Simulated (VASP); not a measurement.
# NaF (I4/mmm) in VASP: further runs

The runs below take NaF through single point, with PBE, r2SCAN.

Everything below comes from runs of VASP 6.6.1. Logs are shortened: lines on timing, memory, paths and dates and some standing lists are left out, and cuts for length are marked.

## Step 1: The cell of the first run

It takes space group I4/mmm (No. 139, tetragonal). Conventional cell: a = 3.249 Å, b = 3.249 Å, c = 4.371 Å, α = 90.00°, β = 90.00°, γ = 90.00°. Na (site symmetry 4/mmm) has 6 F at 2.19 to 2.30 Å within 2.9 Å. F (site symmetry 4/mmm) has 6 Na at 2.19 to 2.30 Å within 2.9 Å.

## Step 2: Single point, PBE (uniaxial x strain -4.9%)

Contents of INCAR:

```
SYSTEM = NaF
ALGO = Normal ; EDIFF = 1E-6
ENCUT = 520 ; GGA = PE
ISIF = 2 ; ISMEAR = -1
LASPH = .TRUE. ; LCHARG = .FALSE.
LREAL = .FALSE. ; LWAVE = .FALSE.
NBANDS = 14 ; NELM = 100
PREC = Accurate ; SIGMA = 0.02
```

Contents of KPOINTS:

```
k-points
0
G
  10 10 10
  0 0 0
```

Contents of POSCAR:

```
NaF
1.0
    0.0000000000      2.2971680881      2.2971680881
    2.1852960022      0.0000000000      2.2971680881
    2.1852960022      2.2971680881      0.0000000000
Na F
1 1
Direct
    0.0000000000      0.0000000000      0.0000000000
    0.5000000000      0.5000000000      0.5000000000
```

Potentials or basis: VASP PAW PBE potentials, release 64 (Na_pv, F).

Started as:

```bash
$ cat potpaw_PBE.64/Na_pv/POTCAR potpaw_PBE.64/F/POTCAR > POTCAR
$ mpirun -np 1 vasp_std > vasp.out
```

OUTCAR:

```text
SYSTEM = NaF
   EDIFF = 1E-6
   ENCUT = 520
   GGA = PE
   ISIF = 2
   ISMEAR = -1
   LASPH = .TRUE.
   LREAL = .FALSE.
   NELM = 100
   PREC = Accurate

 ion  position               nearest neighbor table
   1  0.000  0.000  0.000-   2 2.19   2 2.19   2 2.30   2 2.30   2 2.30   2 2.30
   2  0.500  0.500  0.500-   1 2.19   1 2.19   1 2.30   1 2.30   1 2.30   1 2.30

  LATTYP: Found a body centered tetragonal cell.
 ALAT       =     3.2486862652
 C/A-ratio  =     1.3453413619

  Lattice vectors:

 A1 = (  -2.1852960022,   0.0000000000,  -2.2971680881)
 A2 = (  -2.1852960022,   0.0000000000,   2.2971680881)
 A3 = (   2.1852960022,   2.2971680881,   0.0000000000)

Analysis of symmetry for initial positions (statically):
=====================================================================
 Subroutine PRICEL returns:
 Original cell was already a primitive cell.

 Routine SETGRP: Setting up the symmetry group for a
 body centered tetragonal supercell.

 Subroutine GETGRP returns: Found 16 space group operations
 (whereof 16 operations were pure point group operations)
 out of a pool of 16 trial point group operations.

The static configuration has the point symmetry D_4h.

Analysis of symmetry for dynamics (positions and initial velocities):
=====================================================================
 Subroutine PRICEL returns:
 Original cell was already a primitive cell.

 Routine SETGRP: Setting up the symmetry group for a
 body centered tetragonal supercell.

 Subroutine GETGRP returns: Found 16 space group operations
 (whereof 16 operations were pure point group operations)
 out of a pool of 16 trial point group operations.

The dynamic configuration has the point symmetry D_4h.

 Subroutine INISYM returns: Found 16 space group operations
 (whereof 16 operations are pure point group operations),
 and found     1 'primitive' translations

----------------------------------------------------------------------------------------

                                     Primitive cell

  volume of cell :      23.0635

  direct lattice vectors                    reciprocal lattice vectors
     0.000000000  2.297168088  2.297168088    -0.228801956  0.217659301  0.217659301
     2.185296002  0.000000000  2.297168088     0.228801956 -0.217659301  0.217659301
     2.185296002  2.297168088  0.000000000     0.228801956  0.217659301 -0.217659301

  length of vectors
[... 85 lines left out ...]
   NSW    =      0    number of steps for IOM
   IBRION =     -1    ionic relax: 0-MD 1-quasi-New 2-CG
   NFREE  =      0    steps in history (QN), initial steepest desc. (CG)
   ISIF   =      2    stress and relaxation
   ISYM   =      2    0-nonsym 1-usesym 2-fastsym
   POTIM  = 0.5000    time-step for ionic-motion
   TEBEG  =    0.0;   TEEND  =   0.0 temperature during run
   PSTRESS=    0.0 pullay stress
   NELECT =      14.0000    total number of electrons
   NUPDOWN=      -1.0000    fix difference up-down
   EMIN   =  10.00;   EMAX   =-10.00  energy-range for DOS
   EFERMI =   0.00;   METHOD = LEGACY
   ISMEAR =    -1;   SIGMA  =   0.02  broadening in eV -4-tet -1-fermi 0-gaus
   EFERMI_NEDOS =   21; number of points for ismear=-14 and -15
   IALGO  =     38    algorithm
   IMIX   =      4    mixing-type and parameters
     AMIX     =   0.40;   BMIX     =  1.00
     AMIX_MAG =   1.60;   BMIX_MAG =  1.00
  volume/ion in A,a.u.               =      11.53        77.82
  Fermi-wavevector in a.u.,A,eV,Ry     =   1.386146  2.619436 26.142235  1.921400
  Thomas-Fermi vector in A             =   2.510489
   LORBIT       =      0    0 simple, 1 ext, 2 COOP (PROOUT), +10 PAW based schemes
   GGA     = PE    functional components
   LHFCALC =     F    Hartree Fock is set to
   AEXX    =    0.0000 exact exchange contribution
   IVDW    =     0    specifies the selected vdW correction
   LEPSILON=     F    determine dielectric tensor
   LRPA    =     F    only Hartree local field effects (RPA)
 non-spin polarized calculation
  energy-cutoff  :      520.00
  volume of cell :       23.06
 maximum number of plane-waves:       636
   NGX = 13   NGY = 11   NGZ = 11

 number of electron      14.0000015 magnetization

 Free energy of the ion-electron system (eV)
  ---------------------------------------------------
  ext. energy  EPLUGINS =         0.00000000
  ---------------------------------------------------
  free energy    TOTEN  =        -8.49298048 eV

  energy without entropy =       -8.49298048  energy(sigma->0) =       -8.49298048

 E-fermi :  -1.2759     XC(G=0):  -9.5189

 val. band max:       -1.7272270279   @ k =   0.0000   0.0000   0.0000
 cond. band min:       4.9867347519   @ k =   0.0000   0.0000   0.0000
 fundamental gap:      6.7139617798
 Fermi energy:        -1.2759101323

 k-point     1 :       0.0000    0.0000    0.0000
  band No.  band energies     occupation
      1     -21.0472      2.00000
      2     -20.4584      2.00000
      3     -20.4584      2.00000
      4     -20.4458      2.00000
      5      -1.7369      2.00000
      6      -1.7369      2.00000
      7      -1.7272      2.00000
      8       4.9867      0.00000
      9      17.6881      0.00000
     10      17.6881      0.00000
     11      18.0558      0.00000
     12      20.8374      0.00000
     13      22.3250      0.00000
     14      23.8722      0.00000
[... 377 lines left out ...]
      1     -21.1859      2.00000
      2     -20.5181      2.00000
      3     -20.4993      2.00000
      4     -20.1786      2.00000
      5      -3.0353      2.00000
      6      -2.1398      2.00000
      7      -2.0596      2.00000
      8       9.3602      0.00000
      9      12.6002      0.00000
     10      15.5869      0.00000
     11      18.8329      0.00000
     12      19.1427      0.00000
     13      24.7600      0.00000
     14      26.1320      0.00000

 [... further k-points ...]
[... 5 lines left out ...]
  --------------------------------------------------------------------------------------
  -------------------------------------------------------------------------------------
  Total        1.7460362      0.7181746      0.7181746      0.0000000      0.0000000      0.0000000
  in kB      121.2936360     49.8901529     49.8901529      0.0000000      0.0000000      0.0000000
  external PRESSURE =      73.6913139 kB  Pullay stress =       0.0000000 kB

 VOLUME and BASIS-vectors are now :
 -----------------------------------------------------------------------------
  energy-cutoff  :      520.00
  volume of cell :       23.06
      direct lattice vectors                 reciprocal lattice vectors
     0.000000000  2.297168088  2.297168088    -0.228801956  0.217659301  0.217659301
     2.185296002  0.000000000  2.297168088     0.228801956 -0.217659301  0.217659301
     2.185296002  2.297168088  0.000000000     0.228801956  0.217659301 -0.217659301

 POSITION                                       TOTAL-FORCE (eV/Angst)
 -----------------------------------------------------------------------------------
      0.00000      0.00000      0.00000        -0.000000      0.000000      0.000000
      2.18530      2.29717      2.29717         0.000000     -0.000000      0.000000
 -----------------------------------------------------------------------------------
    total drift:                                0.000000     -0.000000      0.000000

  FREE ENERGIE OF THE ION-ELECTRON SYSTEM (eV)
  ---------------------------------------------------
  free  energy   TOTEN  =        -8.4929804812 eV

  energy  without entropy=       -8.4929804812  energy(sigma->0) =       -8.49298048
```

OSZICAR:

```text
N       E                     dE             d eps       ncg     rms          rms(c)
DAV:   1     0.109246847507E+03    0.10925E+03   -0.77585E+03  2894   0.125E+03
DAV:   2    -0.407209197455E+01   -0.11332E+03   -0.10563E+03  3114   0.351E+02
DAV:   3    -0.934749641774E+01   -0.52754E+01   -0.52661E+01  3516   0.679E+01
DAV:   4    -0.938797757377E+01   -0.40481E-01   -0.40479E-01  3264   0.632E+00
DAV:   5    -0.938836555738E+01   -0.38798E-03   -0.38798E-03  3558   0.622E-01    0.546E+00
DAV:   6    -0.849966175133E+01    0.88870E+00   -0.29603E+00  3552   0.155E+01    0.176E+00
DAV:   7    -0.849121340332E+01    0.84483E-02   -0.31796E-02  2964   0.208E+00    0.105E+00
DAV:   8    -0.849254292385E+01   -0.13295E-02   -0.25895E-02  3084   0.300E+00    0.142E-01
DAV:   9    -0.849300761979E+01   -0.46470E-03   -0.35417E-03  4016   0.583E-01    0.959E-02
DAV:  10    -0.849297411044E+01    0.33509E-04   -0.56619E-04  3054   0.301E-01    0.151E-02
DAV:  11    -0.849298046043E+01   -0.63500E-05   -0.18874E-05  3450   0.461E-02    0.243E-03
DAV:  12    -0.849298048119E+01   -0.20756E-07   -0.92475E-07  3120   0.106E-02
   1 F= -.84929805E+01 E0= -.84929805E+01  d E =-.103154E-11
```

stdout:

```text
POSCAR found type information on POSCAR NaF
 POSCAR found :  2 types and       2 ions
 scaLAPACK will be used
 LDA part: xc-table for (Slater+PW92), standard interpolation
 POSCAR, INCAR and KPOINTS ok, starting setup
 FFT: planning ... GRIDC
 FFT: planning ... GRID_SOFT
 FFT: planning ... GRID
 WAVECAR not read
 entering main loop
```

Wall time 18 s (1 thread of Intel Xeon Platinum 8259CL at 2.50GHz (Skylake/Cascade Lake), shared host); peak memory 0.15 GiB.

Results:

- Free energy: -8.4930 eV
- Pressure: 7.4 GPa
- Band gap on the k mesh: 6.71 eV

Stress tensor (GPa, compression positive):
```
12.13  0.00  0.00
 0.00  4.99  0.00
 0.00  0.00  4.99
```

Caveat: the cell differs from its parent crystal (uniaxial x strain -4.9%); the cell stands under pressure.

## Step 3: Single point, r2SCAN (uniaxial x strain -4.9%)

POSCAR is that of step 2.

Contents of INCAR.step1:

```
PREC = Accurate
ENCUT = 520
ISMEAR = 0
SIGMA = 0.01
LREAL = False
LASPH = True
NELM = 60
NBANDS = 14
GGA = PE
ALGO = Normal
EDIFF = 1E-4
LWAVE = True
LCHARG = False
```

Contents of INCAR.step2:

```
PREC = Accurate
ENCUT = 520
EDIFF = 1E-7
ISMEAR = 0
SIGMA = 0.01
LREAL = False
LASPH = True
NELM = 60
ALGO = Normal
ISIF = 2
LWAVE = False
LCHARG = True
METAGGA = R2SCAN
LMIXTAU = True
LELF = True
LVHAR = True
NBANDS = 14
ISTART = 1
```

Contents of KPOINTS:

```
regular mesh
0
Gamma
  10 10 10
```

Potentials or basis: VASP PAW PBE potentials, release 64 (Na_pv, F).

Started as:

```bash
$ cat potpaw_PBE.64/Na_pv/POTCAR potpaw_PBE.64/F/POTCAR > POTCAR
$ cp INCAR.step1 INCAR
$ mpirun -np 1 vasp_std > vasp.out
$ cp INCAR.step2 INCAR
$ mpirun -np 1 vasp_std > vasp.out
```

Wall time 82 s (1 thread of Intel Xeon Platinum 8259CL at 2.50GHz (Skylake/Cascade Lake), shared host); peak memory 0.15 GiB.

Results (log left out):

* Free energy: -12.5807 eV
* Pressure: 2.8 GPa
* Band gap on the k mesh: 7.60 eV

Stress tensor (GPa, compression positive):
```
7.54 0.00 0.00
0.00 0.38 0.00
0.00 0.00 0.38
```

Levels at points of the mesh, in eV from the valence-band top:
| k point | band 5 | band 6 | band 7 | band 8 | band 9 | band 10 |
| --- | --- | --- | --- | --- | --- | --- |
| (0.00, 0.00, 0.00) | -0.01 | -0.01 | 0.00 | 7.60 | 20.23 | 20.23 |
| (0.50, 0.00, 0.00) | -1.73 | -0.34 | -0.30 | 12.12 | 14.07 | 21.78 |
| (0.50, 0.50, 0.00) | -1.42 | -0.44 | -0.39 | 14.37 | 14.49 | 15.57 |
| (0.00, 0.50, 0.50) | -1.31 | -0.51 | -0.51 | 13.83 | 15.21 | 15.75 |

Caveat: the cell differs from its parent crystal (uniaxial x strain -4.9%); the PAW data sets were made with another functional, which shifts forces and pressure a little. A k mesh can miss the band edges.
